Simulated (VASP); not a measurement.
Here is a VASP 6.6.1 calculation.

INCAR

```
SYSTEM = Li
PREC = Accurate
ENCUT = 520
EDIFF = 1E-6
ISMEAR = 0
SIGMA = 0.1
LREAL = .FALSE.
LASPH = .TRUE.
NELM = 80
ALGO = Fast
ISIF = 2
LWAVE = .FALSE.
LCHARG = .TRUE.
GGA = PE
LELF = .TRUE.
LVHAR = .TRUE.
NBANDS = 8
```

File KPOINTS:

```
regular mesh
0
G
  22 22 22
  0 0 0
```

The input POSCAR:

```
Li
1.0
    0.0000000000      2.1616240828      2.1607679895
    2.1610122527      0.0000000000      2.1607679895
    2.1610122527      2.1616240828      0.0000000000
Li
1
Direct
    0.5000000000      0.5000000000      0.5000000000
```

Potentials or basis: VASP PAW PBE potentials, release 64 (Li_sv).

The run is started by

```sh
$ cat potpaw_PBE.64/Li_sv/POTCAR > POTCAR
$ mpirun -np 1 vasp_std > vasp.out
```

Task: Predict the band gap on the k mesh.

Result: Zero (an odd number of electrons rules out a gap without spin polarisation).
